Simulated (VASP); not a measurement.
Write the native input for VASP 6.6.1 that does the following.

| Property | Result |
| --- | --- |
| Task | single point |
| Functional | RPBE |
| Potentials or basis | VASP PAW PBE potentials, release 64 (Co) |
| Cutoff | 520 eV |
| k mesh | 14 × 14 × 8 |
| Occupations | fermi-dirac, width 0.05 eV |
| Spin | non-collinear spin, typed start, spin-orbit coupling |
| Starting moments | [[0.0, 0.0, 1.729], [0.0, 0.0, 1.729]] μB |
| Dipole correction | no |
| Further INCAR settings | ALGO = Normal; EDIFF = 1e-06; NBANDS = 30 |

The structure of Co lies in POSCAR:

```
Co
1.0
    2.5192509300      0.0000000000      0.0000000000
   -1.2596254650      2.1817353039      0.0000000000
    0.0000000000      0.0000000000      4.0694449721
Co
2
Direct
    0.3333333333      0.6666666667      0.2500000000
    0.6666666667      0.3333333333      0.7500000000
```

One way to write it, as run:

INCAR

```
SYSTEM = Co
PREC = Accurate ; ENCUT = 520
EDIFF = 1E-6 ; ISMEAR = -1
SIGMA = 0.05 ; LREAL = .FALSE.
LASPH = .TRUE. ; NELM = 150
ALGO = Normal ; ISIF = 2
LWAVE = .FALSE. ; LCHARG = .TRUE.
LNONCOLLINEAR = .TRUE. ; MAGMOM = 0 0 1.729 0 0 1.729
LORBIT = 11 ; LSORBIT = .TRUE.
GGA_COMPAT = .FALSE. ; LORBMOM = .TRUE.
LMAXMIX = 4 ; GGA = RP
LVHAR = .TRUE. ; NBANDS = 30
```

KPOINTS

```
Automatic mesh
0
G
  14 14 8
  0 0 0
```

Potentials or basis: VASP PAW PBE potentials, release 64 (Co).

Command:

```bash
$ cat potpaw_PBE.64/Co/POTCAR > POTCAR
$ mpirun -np 1 vasp_ncl > vasp.out
```

It gave:

```
Pressure                                              : -0.6 GPa
Net moment                                            : 3.27 μB per cell
Valence electrons inside the program's atomic spheres : Co 8.22
```

Caveat: the PAW data sets were made with another functional, which shifts forces and pressure a little.

Wall time 22 min on 1 thread of Intel(R) Xeon(R) Platinum 8259CL CPU @ 2.50GHz (Skylake/Cascade Lake), on a shared host, peak memory 0.3 GiB.
